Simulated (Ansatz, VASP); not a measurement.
# One calculation of TlBr, two programs

The input INCAR:

```
SYSTEM = TlBr
  ALGO = Normal
  EDIFF = 1E-6
  ENCUT = 500
  GGA = PE
  GGA_COMPAT = .FALSE.
  ISIF = 2
  ISMEAR = -1
  LASPH = .TRUE.
  LCHARG = .FALSE.
  LREAL = .FALSE.
  LWAVE = .FALSE.
  NBANDS = 17
  NELM = 120
  PREC = Accurate
  SIGMA = 0.08
```

The input KPOINTS:

```
k-points
0
G
  12 12 12
  0 0 0
```

File POSCAR:

```
TlBr
1.0
    3.9120013993      0.0000000000      0.0000000000
    0.0000000000      3.9120013993      0.0000000000
    0.0000000000      0.0000000000      3.9120013993
Tl Br
1 1
Direct
    0.0000000000      0.0000000000      0.0000000000
    0.5000000000      0.5000000000      0.5000000000
```

Input for Ansatz:

```yaml
crystal:
  lattice:
    - [3.9120013993, 0.0, 0.0]
    - [0.0, 3.9120013993, 0.0]
    - [0.0, 0.0, 3.9120013993]
  atoms:
    - { symbol: Tl, position: [0.0, 0.0, 0.0] }
    - { symbol: Br, position: [0.5, 0.5, 0.5] }
kpoints:
  mp_grid: { grid: [12, 12, 12] }
scf:
  occupations: { method: fermi_dirac, width: 0.08 }
hamiltonian:
  xc: pbe
  pseudopotentials: { kind: all_electron, lapw: { basis_error: 0.001 } }
output:
  forces: true
  stress: true
  eigenvalues: true
  populations: true
```

Change from the starting cell: volume scaled by 0.9, LAPW.

Alike in both runs: task single point; functional PBE; k mesh 12 × 12 × 12; occupations fermi-dirac, width 0.08 eV; no spin polarisation.

```csv
,VASP,Ansatz
version,VASP 6.6.1,Ansatz 0.2.0
potentials or method,"VASP PAW PBE potentials, release 64 (Tl_d, Br), cutoff 500 eV","all-electron LAPW, scalar-relativistic"
```

```csv
,VASP,Ansatz,Ansatz less VASP
pressure (GPa),2.7,2.7,+0.03
```

Ansatz ran all-electron here, and VASP with PAW potentials.

Spin-orbit coupling is off throughout.
